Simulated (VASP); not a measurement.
# CsP2 (Fm-3m) in VASP: notebook, part 2 of 2

VASP 6.6.1. Earlier steps stand in the parts before.

**4. Relaxation of cell and atoms, PBE**

This run uses another cell than the first one, of 26.08 Å³/atom, 0.767 times its volume.

File INCAR:

```
SYSTEM = CsP2
PREC     = Accurate       ! precision mode
ENCUT    = 600            ! plane-wave cutoff, eV
EDIFF    = 1E-6           ! SCF threshold, eV
ISMEAR   = 0              ! smearing method
SIGMA    = 0.1            ! smearing width, eV
LREAL    = .FALSE.        ! projectors in reciprocal space
LASPH    = .TRUE.         ! aspherical terms in the spheres
NELM     = 60             ! most SCF steps
ALGO     = Normal         ! electronic algorithm
ISIF     = 3              ! what is computed and relaxed
LWAVE    = .FALSE.        ! write WAVECAR
LCHARG   = .FALSE.        ! write CHGCAR
GGA      = PE             ! functional
IBRION   = 2              ! ionic algorithm
NSW      = 90             ! ionic steps
EDIFFG   = -0.04          ! ionic threshold
```

File KPOINTS:

```
Automatic mesh
0
G
  4 4 4
  0 0 0
```

File POSCAR:

```
CsP2
1.0
    0.0000000000      3.3946365317      3.3946365317
    3.3946365317      0.0000000000      3.3946365317
    3.3946365317      3.3946365317      0.0000000000
Cs P
1 2
Direct
    0.0000000000      0.0000000000      0.0000000000
    0.2500000000      0.2500000000      0.2500000000
    0.7500000000      0.7500000000      0.7500000000
```

Potentials or basis: VASP PAW PBE potentials, release 64 (Cs_sv, P).

Started as:

```sh
cat potpaw_PBE.64/Cs_sv/POTCAR potpaw_PBE.64/P/POTCAR > POTCAR
mpirun -np 1 vasp_std > vasp.out
```

OUTCAR:

```text
SYSTEM = CsP2
   PREC = Accurate
   ENCUT = 600
   EDIFF = 1E-6
   ISMEAR = 0
   LREAL = .FALSE.
   LASPH = .TRUE.
   NELM = 60
   ISIF = 3
   GGA = PE
   IBRION = 2
   NSW = 90
   EDIFFG = -0.04

 ion  position               nearest neighbor table
   1  0.000  0.000  0.000-   3 2.94   3 2.94   3 2.94   2 2.94   3 2.94   2 2.94   2 2.94   2 2.94

   2  0.250  0.250  0.250-   1 2.94   1 2.94   1 2.94   1 2.94
   3  0.750  0.750  0.750-   1 2.94   1 2.94   1 2.94   1 2.94

  LATTYP: Found a face centered cubic cell.
 ALAT       =     6.7892730634

  Lattice vectors:

 A1 = (   0.0000000000,   3.3946365317,   3.3946365317)
 A2 = (   3.3946365317,   0.0000000000,   3.3946365317)
 A3 = (   3.3946365317,   3.3946365317,   0.0000000000)

Analysis of symmetry for initial positions (statically):
=====================================================================
 Subroutine PRICEL returns:
 Original cell was already a primitive cell.

 Routine SETGRP: Setting up the symmetry group for a
 face centered cubic supercell.

 Subroutine GETGRP returns: Found 48 space group operations
 (whereof 48 operations were pure point group operations)
 out of a pool of 48 trial point group operations.

The static configuration has the point symmetry O_h .

Analysis of symmetry for dynamics (positions and initial velocities):
=====================================================================
 Subroutine PRICEL returns:
[... 140 lines left out ...]
  ext. energy  EPLUGINS =         0.00000000
  ---------------------------------------------------
  free energy    TOTEN  =        -6.60881649 eV

  energy without entropy =       -6.59065922  energy(sigma->0) =       -6.59973786

 E-fermi :   3.6473     XC(G=0):  -9.4380

 val. band max:        3.6397603300   @ k =  -0.2500   0.2500   0.0000
 cond. band min:       3.9807272358   @ k =   0.2500   0.0000   0.0000
 fundamental gap:      0.3409669058
 Fermi energy:         3.6473349743

 k-point     1 :       0.0000    0.0000    0.0000
  band No.  band energies     occupation
      1     -17.3704      2.00000
      2      -6.3857      2.00000
      3      -4.4850      2.00000
      4      -4.4234      2.00000
      5      -4.4234      2.00000
      6      -4.4234      2.00000
      7       0.8883      2.00000
      8       0.8883      2.00000
      9       0.8883      2.00000
     10       4.6801      0.00000
     11       4.6801      0.00000
     12       4.6801      0.00000
     13       7.5467      0.00000
[... 220 lines left out ...]
--------------------------------------- Ionic step        4  -------------------------------------------

 number of electron      19.0000002 magnetization

 Free energy of the ion-electron system (eV)
  ---------------------------------------------------
  ext. energy  EPLUGINS =         0.00000000
  ---------------------------------------------------
  free energy    TOTEN  =        -7.21863319 eV

  energy without entropy =       -7.20421914  energy(sigma->0) =       -7.21142616

 E-fermi :   1.2812     XC(G=0):  -8.1667

 val. band max:        1.1733881429   @ k =  -0.2500   0.5000   0.2500
 cond. band min:       1.3017843478   @ k =  -0.2500   0.2500   0.0000
 fundamental gap:      0.1283962049
 Fermi energy:         1.2812388740

 k-point     1 :       0.0000    0.0000    0.0000
  band No.  band energies     occupation
      1     -19.1301      2.00000
      2      -8.1121      2.00000
      3      -6.8986      2.00000
      4      -6.1411      2.00000
      5      -6.1411      2.00000
      6      -6.1411      2.00000
      7      -0.3839      2.00000
      8      -0.3839      2.00000
      9      -0.3839      2.00000
     10       2.1049      0.00000
     11       2.1049      0.00000
     12       2.1049      0.00000
     13       5.9741      0.00000
[... 140 lines left out ...]
  FREE ENERGIE OF THE ION-ELECTRON SYSTEM (eV)
  ---------------------------------------------------
  free  energy   TOTEN  =        -7.2186331869 eV

  energy  without entropy=       -7.2042191355  energy(sigma->0) =       -7.21142616

 reached required accuracy - stopping structural energy minimisation
```

OSZICAR:

```text
N       E                     dE             d eps       ncg     rms          rms(c)
DAV:   1     0.104546773183E+03    0.10455E+03   -0.87069E+03   208   0.137E+03
DAV:   2     0.183411538786E+01   -0.10271E+03   -0.98998E+02   286   0.204E+02
DAV:   3    -0.651166555480E+01   -0.83458E+01   -0.81365E+01   238   0.590E+01
[... 41 lines left out ...]
DAV:   6    -0.721862864103E+01    0.15764E-04   -0.80125E-05   223   0.581E-02    0.203E-02
DAV:   7    -0.721863433447E+01   -0.56934E-05   -0.26885E-05   236   0.324E-02    0.103E-02
DAV:   8    -0.721863224856E+01    0.20859E-05   -0.81466E-06   233   0.171E-02    0.592E-03
DAV:   9    -0.721863330452E+01   -0.10560E-05   -0.24665E-06   171   0.903E-03    0.101E-03
DAV:  10    -0.721863318694E+01    0.11757E-06   -0.18929E-07   144   0.288E-03
   4 F= -.72186332E+01 E0= -.72114262E+01  d E =-.609817E+00
```

It took 49 s on 1 thread of Intel Xeon 6975P-C, shared host; peak memory 0.25 GiB.

What came out:

| Item | Value |
| --- | --- |
| Free energy | -7.2186 eV |
| Relaxed volume | 35.01 Å³/atom |
| Relaxed cell | a = 5.296 Å, b = 5.296 Å, c = 5.296 Å, α = 60.00°, β = 60.00°, γ = 60.00° |
| Space group after relaxing (to 0.05 Å) | Fm-3m (No. 225) |
| Energy gained by relaxing | 203.3 meV/atom |
| Ionic steps | 4 |
| Pressure after relaxing | -0.1 GPa |

The path:
```tsv
step	energy change (eV)	largest force (eV/Å)	pressure (GPa)	volume (Å³)
1	0.0000	0.0000	9.85	78.24
2	-0.5849	0.0000	1.30	97.83
3	-0.5914	0.0000	-0.88	110.79
4	-0.6098	0.0000	-0.10	105.02
```

Final structure:
```cif
data_structure
_symmetry_space_group_name_H-M 'P 1'
_symmetry_Int_Tables_number 1
_cell_length_a 5.2958
_cell_length_b 5.2958
_cell_length_c 5.2958
_cell_angle_alpha 60.000
_cell_angle_beta 60.000
_cell_angle_gamma 60.000
_cell_volume 105.02
loop_
_atom_site_label
_atom_site_type_symbol
_atom_site_fract_x
_atom_site_fract_y
_atom_site_fract_z
_atom_site_occupancy
Cs1 Cs 0.00000 0.00000 0.00000 1
P1 P 0.25000 0.25000 0.25000 1
P2 P 0.75000 0.75000 0.75000 1
```

Caveat: the k points lie up to 0.36 Å⁻¹ apart in the final cell; the volume moved by over 15 % at a fixed basis, so the end points are rough; spin-orbit coupling is left out, which moves the levels of the heavy elements.

**5. Single point, PBE**

This run uses another cell than the first one, of 34.67 Å³/atom, 1.020 times its volume.

File INCAR:

```
SYSTEM = CsP2
ALGO = Normal
EDIFF = 1E-6
ENCUT = 520
GGA = PE
ISIF = 2
ISMEAR = 0
LASPH = .True.
LCHARG = .False.
LREAL = .False.
LWAVE = .False.
NBANDS = 16
NELM = 100
PREC = Accurate
SIGMA = 0.1
```

File KPOINTS:

```
k-points
0
Gamma
  12 12 12
  0 0 0
```

File POSCAR:

```
CsP2
1.0
    0.0000000000      3.7327941318      3.7327941318
    3.7327941318      0.0000000000      3.7327941318
    3.7327941318      3.7327941318      0.0000000000
Cs P
1 2
Direct
    0.0000000000      0.0000000000      0.0000000000
    0.2500000000      0.2500000000      0.2500000000
    0.7500000000      0.7500000000      0.7500000000
```

Started as:

```sh
cat potpaw_PBE.64/Cs_sv/POTCAR potpaw_PBE.64/P/POTCAR > POTCAR
mpirun -np 1 vasp_std > vasp.out
```

Run time: 1.9 min. Hardware: 1 thread of Intel Xeon 6975P-C, shared host; peak memory 0.3 GiB.

It converged, with:

| Property | Result |
| --- | --- |
| Free energy | -7.2036 eV |
| Pressure | 0.1 GPa |

Levels at points of the mesh, in eV from the Fermi level:
| k point | band 7 | band 8 | band 9 | band 10 | band 11 | band 12 |
| --- | --- | --- | --- | --- | --- | --- |
| (0.00, 0.00, 0.00) | -1.67 | -1.67 | -1.67 | 0.86 | 0.86 | 0.86 |
| (0.50, 0.00, 0.00) | -1.05 | -1.05 | -0.42 | -0.21 | 0.21 | 0.21 |
| (0.50, 0.50, 0.00) | -2.17 | -0.53 | -0.53 | 0.58 | 0.58 | 1.17 |

Caveat: spin-orbit coupling is left out, which moves the levels of the heavy elements.

**6. Relaxation of cell and atoms, PBE**

File INCAR:

```
PREC     = Accurate       # precision mode
ENCUT    = 600            # plane-wave cutoff, eV
EDIFF    = 1E-6           # SCF threshold, eV
ISMEAR   = 0              # smearing method
SIGMA    = 0.1            # smearing width, eV
LREAL    = False          # projectors in reciprocal space
LASPH    = True           # aspherical terms in the spheres
NELM     = 60             # most SCF steps
ALGO     = Normal         # electronic algorithm
ISIF     = 3              # what is computed and relaxed
LWAVE    = False          # write WAVECAR
LCHARG   = False          # write CHGCAR
GGA      = PE             # functional
IBRION   = 2              # ionic algorithm
NSW      = 100            # ionic steps
EDIFFG   = -0.01          # ionic threshold
```

File KPOINTS:

```
Automatic mesh
0
Gamma
  12 12 12
```

File POSCAR:

```
CsP2
1.0
    0.0000000000      3.7087072221      3.7087072221
    3.7087072221      0.0000000000      3.7087072221
    3.7087072221      3.7087072221      0.0000000000
Cs P
1 2
Direct
    0.0000000000      0.0000000000      0.0000000000
    0.2500000000      0.2500000000      0.2500000000
    0.7500000000      0.7500000000      0.7500000000
```

Potentials or basis: VASP PAW PBE potentials, release 64 (Cs_sv, P).

Started as:

```sh
cat potpaw_PBE.64/Cs_sv/POTCAR potpaw_PBE.64/P/POTCAR > POTCAR
mpirun -np 1 vasp_std > vasp.out
```

Wall time 4.5 min (1 thread of Intel Xeon 6975P-C, shared host); peak memory 0.35 GiB.

The run converged. Its results:

| Quantity | Value |
| --- | --- |
| Free energy | -7.2037 eV |
| Relaxed volume | 34.80 Å³/atom |
| Relaxed cell | a = 5.285 Å, b = 5.285 Å, c = 5.285 Å, α = 60.00°, β = 60.00°, γ = 60.00° |
| Space group after relaxing (to 0.05 Å) | Fm-3m (No. 225) |
| Energy gained by relaxing | 1.2 meV/atom |
| Ionic steps | 3 |
| Pressure after relaxing | 0.0 GPa |

Step by step:
```csv
step,energy change (eV),largest force (eV/Å),pressure (GPa),volume (Å³)
1,0.0000,0.0000,0.45,102.02
2,-0.0028,0.0000,0.19,103.44
3,-0.0035,0.0000,0.03,104.39
```

Final structure:
```
Cs P
1.0
     0.00000    3.73722    3.73722
     3.73722    0.00000    3.73722
     3.73722    3.73722    0.00000
Cs P
1 2
Direct
  0.00000 0.00000 0.00000
  0.25000 0.25000 0.25000
  0.75000 0.75000 0.75000
```

Levels at points of the mesh, in eV from the Fermi level:
| k point | band 7 | band 8 | band 9 | band 10 | band 11 | band 12 |
| --- | --- | --- | --- | --- | --- | --- |
| (0.00, 0.00, 0.00) | -1.66 | -1.66 | -1.66 | 0.85 | 0.85 | 0.85 |
| (0.50, 0.00, 0.00) | -1.05 | -1.05 | -0.42 | -0.21 | 0.21 | 0.21 |
| (0.50, 0.50, 0.00) | -2.16 | -0.53 | -0.53 | 0.58 | 0.58 | 1.16 |

Caveat: spin-orbit coupling is left out, which moves the levels of the heavy elements.

**7. Overview**

| task | cell | k mesh | cutoff (eV) | gap on the mesh (eV) | pressure (GPa) | relaxed volume (Å³/atom) |
| --- | --- | --- | --- | --- | --- | --- |
| single point | a = 5.245 Å, angles 60.0°, 3 atoms | 4 × 4 × 4 | 520 | none | 0.4 | - |
| single point | a = 4.801 Å, angles 60.0°, 3 atoms | 6 × 6 × 6 | 520 | none | 9.4 | - |
| relaxation of cell and atoms | relaxed from a = 4.801 Å, angles 60.0°, 3 atoms | 4 × 4 × 4 | 600 | none | -0.1 | 35.01 |
| single point | a = 5.279 Å, angles 60.0°, 3 atoms | 12 × 12 × 12 | 520 | none | 0.1 | - |
| relaxation of cell and atoms | relaxed from a = 5.245 Å, angles 60.0°, 3 atoms | 12 × 12 × 12 | 600 | none | 0.0 | 34.80 |

Alike in all rows: level PBE; potentials or basis VASP PAW PBE potentials, release 64 (Cs_sv, P); no spin polarisation; smearing gaussian 0.1 eV.

Caveats: some runs use coarse meshes; spin-orbit coupling is left out, which moves the levels of the heavy elements; the volume moved by over 15 % at a fixed basis, so the end points are rough (some runs).

Total energies depend on the potentials used, so only differences within one code and one set of settings carry meaning.
